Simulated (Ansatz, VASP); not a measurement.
## Au: VASP beside Ansatz

The input INCAR:

```
PREC = Accurate
ENCUT = 520
EDIFF = 1E-6
ISMEAR = -1
SIGMA = 0.05
LREAL = False
LASPH = True
NELM = 100
ALGO = Fast
ISIF = 2
LWAVE = False
LCHARG = False
GGA = PS
NBANDS = 18
```

File KPOINTS:

```
Automatic mesh
0
Gamma
  10 10 6
```

File POSCAR:

```
Au
1.0
    2.8707087448      0.0000000000      0.0000000000
   -0.0132094378      2.8754912702      0.0000000000
   -1.1602089120     -1.2086602150      5.0205878461
Au
2
Direct
    0.6728620000      0.6659620000      0.2740550000
    0.3271380000      0.3340380000      0.7259450000
```

Contents of input.yaml:

```yaml
crystal:
  lattice:
    - [2.8707087448, 0.0, 0.0]
    - [-0.0132094378, 2.8754912702, 0.0]
    - [-1.160208912, -1.208660215, 5.0205878461]
  atoms:
    - { symbol: Au, position: [0.672862, 0.665962, 0.274055] }
    - { symbol: Au, position: [0.327138, 0.334038, 0.725945] }
kpoints:
  mp_grid: { grid: [10, 10, 6] }
scf:
  occupations: { method: fermi_dirac, width: 0.05 }
hamiltonian:
  xc: pbesol
  pseudopotentials: { kind: all_electron, lapw: { basis_error: 0.0005 } }
output:
  forces: true
  stress: true
  eigenvalues: true
```

Change from the starting cell: volume scaled by 1.06.

Alike in both runs: task single point; functional PBEsol; k mesh 10 × 10 × 6; occupations fermi-dirac, width 0.05 eV; no spin polarisation.

|  | VASP | Ansatz |
| --- | --- | --- |
| version | VASP 6.6.1 | Ansatz 0.2.0 |
| potentials or method | VASP PAW PBE potentials, release 64 (Au), cutoff 520 eV | all-electron LAPW, scalar-relativistic |

|  | VASP | Ansatz | Ansatz less VASP |
| --- | --- | --- | --- |
| gap on the k mesh at the Fermi level (eV) | none | none | - |
| pressure (GPa) | -13.0 | -12.9 | +0.10 |
| traceless stress, the component that is largest in VASP (GPa) | 1.09 | 1.10 | +0.009 |
| rms of the force components (eV/Å) | 0.103 | 0.102 | -0.0015 |

VASP's potentials were made for PBE, not for PBEsol. Atom by atom the forces differ by 0.002 eV/Å (rms over components). A gap of «none» marks a metal or a gap that the smearing closes. Ansatz ran all-electron here, and VASP with PAW potentials.

Neither program's run includes spin-orbit coupling.
